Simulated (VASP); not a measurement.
MgO (rock salt type), 2 atoms in the cell. Symmetry: Fm-3m, No. 225, cubic system. Conventional cell: a = 4.264 Å, b = 4.264 Å, c = 4.264 Å, α = 90.00°, β = 90.00°, γ = 90.00°. Within 2.8 Å of Mg (site symmetry m-3m) lie 6 O at 2.13 Å. Within 2.8 Å of O (site symmetry m-3m) lie 6 Mg at 2.13 Å. 

```yaml
Program: VASP 6.6.1
Task: single point
Functional: HSE06
Potentials_or_basis: VASP PAW PBE potentials, release 64 (Mg, O)
Cutoff: 520 eV
k_mesh: 4 × 4 × 4
Occupations: fermi-dirac, width 0.05 eV
Spin: no spin polarisation
Dipole_correction: no
Grid_for_exact_exchange_PRECFOCK: Normal
Further_INCAR_settings: ALGO = Normal; EDIFF = 1e-06; NBANDS = 11
Share_of_exact_exchange: 0.25
Screening_parameter: 0.2079 1/Å
```

Potentials or basis: VASP PAW PBE potentials, release 64 (Mg, O).

Launch:

```bash
$ cat potpaw_PBE.64/Mg/POTCAR potpaw_PBE.64/O/POTCAR > POTCAR
$ cp INCAR.step1 INCAR
$ mpirun -np 1 vasp_std > vasp.out
$ cp INCAR.step2 INCAR
$ mpirun -np 1 vasp_std > vasp.out
```

Hardware: 1 thread of Intel Xeon 8259CL (shared host).

Question: Estimate the wall time of this run.

Answer: Wall time 2.4 min on 1 thread of Intel Xeon 8259CL (shared host), peak memory 0.21 GiB. Counts: k points 8.
